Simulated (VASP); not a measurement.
# SnO: single point with PBE

The system is SnO.

```
CELL_PARAMETERS angstrom
3.13144 0.00000 0.00000
0.00000 3.13144 0.00000
0.00000 0.00000 3.13144
ATOMIC_POSITIONS crystal
Sn 0.50000 0.50000 0.50000
O 0.00000 0.00000 0.00000
```

* Program: VASP 6.6.1
* Task: single point
* Functional: PBE
* Potentials or basis: VASP PAW PBE potentials, release 64 (Sn_d, O)
* Cutoff: 520 eV
* k mesh: 18 × 18 × 18
* Occupations: gaussian, width 0.1 eV
* Spin: no spin polarisation

The pressure is 0.0 GPa and the band gap on the k mesh is zero (band 10 reaches 8.12 eV, above the bottom of band 11 at 8.05 eV).

Levels at points of the mesh, in eV from the Fermi level:
```
           k point  band 6  band 7  band 8  band 9  band 10  band 11  band 12  band 13  band 14  band 15
(0.00, 0.00, 0.00)  -17.98   -7.56   -2.52   -2.52    -2.52     7.86     7.86     7.86     7.95     7.95
(0.50, 0.00, 0.00)  -17.31   -8.87   -1.79   -1.79    -1.14     0.36     7.02     7.02    11.00    11.02
(0.50, 0.50, 0.00)  -16.75   -5.44   -5.44   -4.85    -1.65     3.34     3.34     8.52     9.72    14.89
(0.50, 0.50, 0.50)  -16.65   -3.31   -3.31   -3.31    -1.48    -0.07    -0.07    -0.07    12.21    12.21
```

It took 27 s on 1 thread of Intel(R) Xeon(R) 6975P-C (Granite Rapids), on a shared host, peak memory 0.22 GiB.

Caveat: spin-orbit coupling is left out, which moves the levels of the heavy elements.
